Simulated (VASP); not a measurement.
# As (Fm-3m) in VASP: further runs

The runs below take As through single point, with PBE.

All numbers are computed with VASP 6.6.1; they aren't measurements. Logs are shortened: lines on timing, memory, paths and dates and some standing lists are left out, and cuts for length are marked.

## (1) The cell of the first run

The structure is cubic, space group Fm-3m (No. 225). Conventional cell: a = 3.381 Å, b = 3.381 Å, c = 3.381 Å, α = 90.00°, β = 90.00°, γ = 90.00°. Within 3.2 Å of As (site symmetry m-3m) lie 12 As at 2.39 Å.

## (2) Single point, PBE (volume scaled by 0.5)

Input file INCAR:

```
PREC = Accurate
ENCUT = 520
EDIFF = 1E-7
ISMEAR = -1
SIGMA = 0.05
LREAL = False
LASPH = True
NELM = 100
ALGO = Normal
ISIF = 2
LWAVE = False
LCHARG = False
GGA = PE
NBANDS = 8
```

Input file KPOINTS:

```
regular mesh
0
Gamma
  15 15 15
```

Input file POSCAR:

```
As
1.0
    0.0000000000      1.6906968528      1.6906968528
    1.6906968528      0.0000000000      1.6906968528
    1.6906968528      1.6906968528      0.0000000000
As
1
Direct
    0.0000000000      0.0000000000      0.0000000000
```

Potentials or basis: VASP PAW PBE potentials, release 64 (As).

Launch:

```
$ cat potpaw_PBE.64/As/POTCAR > POTCAR
$ mpirun -np 1 vasp_std > vasp.out
```

OUTCAR:

```text
PREC = Accurate
   ENCUT = 520
   EDIFF = 1E-7
   ISMEAR = -1
   LREAL = False
   LASPH = True
   NELM = 100
   ISIF = 2
   GGA = PE

 ion  position               nearest neighbor table
   1  0.000  0.000  0.000-

  LATTYP: Found a face centered cubic cell.
 ALAT       =     3.3813937056

  Lattice vectors:

 A1 = (   0.0000000000,   1.6906968528,   1.6906968528)
 A2 = (   1.6906968528,   0.0000000000,   1.6906968528)
 A3 = (   1.6906968528,   1.6906968528,   0.0000000000)

Analysis of symmetry for initial positions (statically):
=====================================================================
 Subroutine PRICEL returns:
 Original cell was already a primitive cell.

 Routine SETGRP: Setting up the symmetry group for a
 face centered cubic supercell.

 Subroutine GETGRP returns: Found 48 space group operations
 (whereof 48 operations were pure point group operations)
 out of a pool of 48 trial point group operations.

The static configuration has the point symmetry O_h .

Analysis of symmetry for dynamics (positions and initial velocities):
=====================================================================
 Subroutine PRICEL returns:
 Original cell was already a primitive cell.

 Routine SETGRP: Setting up the symmetry group for a
 face centered cubic supercell.

 Subroutine GETGRP returns: Found 48 space group operations
 (whereof 48 operations were pure point group operations)
 out of a pool of 48 trial point group operations.

The dynamic configuration has the point symmetry O_h .

 Subroutine INISYM returns: Found 48 space group operations
 (whereof 48 operations are pure point group operations),
 and found     1 'primitive' translations

----------------------------------------------------------------------------------------

                                     Primitive cell

  volume of cell :       9.6656

  direct lattice vectors                    reciprocal lattice vectors
     0.000000000  1.690696853  1.690696853    -0.295736045  0.295736045  0.295736045
     1.690696853  0.000000000  1.690696853     0.295736045 -0.295736045  0.295736045
     1.690696853  1.690696853  0.000000000     0.295736045  0.295736045 -0.295736045

  length of vectors
     2.391006419  2.391006419  2.391006419     0.512229855  0.512229855  0.512229855

  position of ions in fractional coordinates (direct lattice)
     0.000000000  0.000000000  0.000000000

  ion indices of the primitive-cell ions
   primitive index   ion index
                 1           1

----------------------------------------------------------------------------------------

 KPOINTS: regular mesh

Automatic generation of k-mesh.
 Grid dimensions read from file:
 generate k-points for:   15   15   15

 Generating k-lattice:

  Cartesian coordinates                     Fractional coordinates (reciprocal lattice)
    -0.019715736  0.019715736  0.019715736     0.066666667  0.000000000  0.000000000
     0.019715736 -0.019715736  0.019715736     0.000000000  0.066666667  0.000000000
     0.019715736  0.019715736 -0.019715736     0.000000000  0.000000000  0.066666667

  Length of vectors
     0.034148657  0.034148657  0.034148657

  Shift w.r.t. Gamma in fractional coordinates (k-lattice)
     0.000000000  0.000000000  0.000000000

 Subroutine IBZKPT returns following result:
 ===========================================

 Found    120 irreducible k-points:

 Following reciprocal coordinates:
            Coordinates               Weight
  0.000000  0.000000  0.000000      1.000000
  0.066667  0.000000  0.000000      8.000000
  0.133333  0.000000  0.000000      8.000000
  0.200000  0.000000  0.000000      8.000000
  0.266667  0.000000  0.000000      8.000000
  0.333333  0.000000  0.000000      8.000000
[... 16 lines left out ...]
  0.133333  0.133333  0.000000      6.000000
  0.200000  0.133333  0.000000     24.000000
 [... further k-points ...]
   k-points           NKPTS =    120   k-points in BZ     NKDIM =    120   number of bands    NBANDS=      8
   number of dos      NEDOS =    301   number of ions     NIONS =      1
   total plane-waves  NPLWV =   5832
   dimension x,y,z NGX =    18 NGY =   18 NGZ =   18
   dimension x,y,z NGXF=    36 NGYF=   36 NGZF=   36
   ions per type =               1
   NGX,Y,Z   is equivalent  to a cutoff of  12.52, 12.52, 12.52 a.u.
   NGXF,Y,Z  is equivalent  to a cutoff of  25.03, 25.03, 25.03 a.u.
 SYSTEM =  unknown system
   PREC   = accura    normal or accurate (medium, high low for compatibility)
   ISTART =      0    job   : 0-new  1-cont  2-samecut
   ICHARG =      2    charge: 1-file 2-atom 10-const
   ISPIN  =      1    spin polarized calculation?
   LNONCOLLINEAR =      F non collinear calculations
   LSORBIT =      F    spin-orbit coupling
   LASPH  =      T    aspherical Exc in radial PAW
   ENCUT  =  520.0 eV  38.22 Ry    6.18 a.u.   4.45  4.45  4.45*2*pi/ulx,y,z
   NELM   =    100;   NELMIN=  2; NELMDL= -5     # of ELM steps
   EDIFF  = 0.1E-06   stopping-criterion for ELM
   LREAL  =      F    real-space projection
   EDIFFG = 0.1E-05   stopping-criterion for IOM
   NSW    =      0    number of steps for IOM
   IBRION =     -1    ionic relax: 0-MD 1-quasi-New 2-CG
   NFREE  =      0    steps in history (QN), initial steepest desc. (CG)
   ISIF   =      2    stress and relaxation
   ISYM   =      2    0-nonsym 1-usesym 2-fastsym
   POTIM  = 0.5000    time-step for ionic-motion
   TEBEG  =    0.0;   TEEND  =   0.0 temperature during run
   PSTRESS=    0.0 pullay stress
   NELECT =       5.0000    total number of electrons
   NUPDOWN=      -1.0000    fix difference up-down
   EMIN   =  10.00;   EMAX   =-10.00  energy-range for DOS
   EFERMI =   0.00;   METHOD = LEGACY
   ISMEAR =    -1;   SIGMA  =   0.05  broadening in eV -4-tet -1-fermi 0-gaus
   EFERMI_NEDOS =   21; number of points for ismear=-14 and -15
   IALGO  =     38    algorithm
   IMIX   =      4    mixing-type and parameters
     AMIX     =   0.40;   BMIX     =  1.00
     AMIX_MAG =   1.60;   BMIX_MAG =  1.00
  volume/ion in A,a.u.               =       9.67        65.23
  Fermi-wavevector in a.u.,A,eV,Ry     =   1.314183  2.483445 23.498299  1.727076
  Thomas-Fermi vector in A             =   2.444453
   LORBIT       =      0    0 simple, 1 ext, 2 COOP (PROOUT), +10 PAW based schemes
   GGA     = PE    functional components
   LHFCALC =     F    Hartree Fock is set to
   AEXX    =    0.0000 exact exchange contribution
   IVDW    =     0    specifies the selected vdW correction
   LEPSILON=     F    determine dielectric tensor
   LRPA    =     F    only Hartree local field effects (RPA)
 non-spin polarized calculation
  energy-cutoff  :      520.00
  volume of cell :        9.67
 maximum number of plane-waves:       274
 NGX is ok and might be reduce to    18
   NGX =  9   NGY =  9   NGZ =  9

 number of electron       5.0000001 magnetization

 Free energy of the ion-electron system (eV)
  ---------------------------------------------------
  ext. energy  EPLUGINS =         0.00000000
  ---------------------------------------------------
  free energy    TOTEN  =        -0.06810087 eV

  energy without entropy =       -0.06444239  energy(sigma->0) =       -0.06627163

 E-fermi :  16.9519     XC(G=0): -14.0014

 val. band max:       16.8126763977   @ k =  -0.4000   0.2000   0.0000
 cond. band min:      16.9567773269   @ k =  -0.4667   0.4000   0.0667
 fundamental gap:      0.1441009291
 Fermi energy:        16.9518982863

 k-point     1 :       0.0000    0.0000    0.0000
  band No.  band energies     occupation
      1      -6.8328      2.00000
      2      30.2483      0.00000
      3      30.2483      0.00000
      4      30.2483      0.00000
      5      32.6739      0.00000
      6      32.6739      0.00000
      7      32.6739      0.00000
      8      33.2795      0.00000

 k-point     2 :       0.0667    0.0000    0.0000
  band No.  band energies     occupation
      1      -6.6534      2.00000
      2      27.2878      0.00000
      3      29.5361      0.00000
      4      29.5361      0.00000
      5      32.1229      0.00000
      6      33.6348      0.00000
      7      33.6348      0.00000
      8      36.5740      0.00000

 k-point     3 :       0.1333    0.0000    0.0000
  band No.  band energies     occupation
      1      -6.1141      2.00000
      2      23.0639      0.00000
      3      28.4616      0.00000
      4      28.4616      0.00000
      5      31.9247      0.00000
      6      35.3377      0.00000
      7      35.3377      0.00000
      8      38.6343      0.00000

 k-point     4 :       0.2000    0.0000    0.0000
  band No.  band energies     occupation
      1      -5.2130      2.00000
      2      18.9002      0.00000
      3      27.5536      0.00000
      4      27.5536      0.00000
      5      31.7443      0.00000
      6      35.5557      0.00000
      7      35.5557      0.00000
      8      38.4843      0.00000

 k-point     5 :       0.2667    0.0000    0.0000
  band No.  band energies     occupation
      1      -3.9473      2.00000
      2      14.9400      2.00000
      3      26.8851      0.00000
      4      26.8851      0.00000
      5      31.6281      0.00000
      6      33.9231      0.00000
      7      33.9231      0.00000
      8      37.1801      0.00000
[... 177 lines left out ...]
 k-point    22 :      -0.0667    0.0667    0.0000
  band No.  band energies     occupation
      1      -6.3540      2.00000
      2      25.8473      0.00000
      3      26.1182      0.00000
      4      30.5509      0.00000
      5      32.4094      0.00000
      6      33.0381      0.00000
      7      35.7699      0.00000
      8      38.3203      0.00000

 k-point    23 :       0.1333    0.1333    0.0000
  band No.  band energies     occupation
      1      -5.8748      2.00000
      2      25.3785      0.00000
      3      25.3785      0.00000
      4      27.6717      0.00000
      5      28.1492      0.00000
      6      33.0871      0.00000
      7      38.7434      0.00000
      8      38.7434      0.00000

 k-point    24 :       0.2000    0.1333    0.0000
  band No.  band energies     occupation
      1      -5.2146      2.00000
      2      22.0838      0.00000
      3      24.2431      0.00000
      4      26.9764      0.00000
      5      28.7109      0.00000
      6      31.0433      0.00000
      7      39.0352      0.00000
      8      40.4457      0.00000

 [... further k-points ...]

------------------------ aborting loop because EDIFF is reached ----------------------------------------

  FORCE on cell =-STRESS in cart. coord.  units (eV):
  Direction    XX          YY          ZZ          XY          YZ          ZX
  --------------------------------------------------------------------------------------
  -------------------------------------------------------------------------------------
  Total       15.1853314     15.1853314     15.1853314     -0.0000000     -0.0000000     -0.0000000
  in kB     2517.1414923   2517.1414923   2517.1414923     -0.0000000     -0.0000000     -0.0000000
  external PRESSURE =    2517.1414923 kB  Pullay stress =       0.0000000 kB

 VOLUME and BASIS-vectors are now :
 -----------------------------------------------------------------------------
  energy-cutoff  :      520.00
  volume of cell :        9.67
      direct lattice vectors                 reciprocal lattice vectors
     0.000000000  1.690696853  1.690696853    -0.295736045  0.295736045  0.295736045
     1.690696853  0.000000000  1.690696853     0.295736045 -0.295736045  0.295736045
     1.690696853  1.690696853  0.000000000     0.295736045  0.295736045 -0.295736045

 POSITION                                       TOTAL-FORCE (eV/Angst)
 -----------------------------------------------------------------------------------
      0.00000      0.00000      0.00000         0.000000      0.000000      0.000000
 -----------------------------------------------------------------------------------
    total drift:                                0.000000     -0.000000     -0.000000

  FREE ENERGIE OF THE ION-ELECTRON SYSTEM (eV)
  ---------------------------------------------------
  free  energy   TOTEN  =        -0.0681008733 eV

  energy  without entropy=       -0.0644423910  energy(sigma->0) =       -0.06627163
```

Wall time 7.1 s (1 thread of Intel Xeon Platinum 8259CL at 2.50GHz (Skylake/Cascade Lake), shared host); peak memory 0.12 GiB.

What came out:

| Item | Value |
| --- | --- |
| Free energy | -0.0681 eV |
| Pressure | 251.7 GPa |

(Continued in part 2 of 2.)
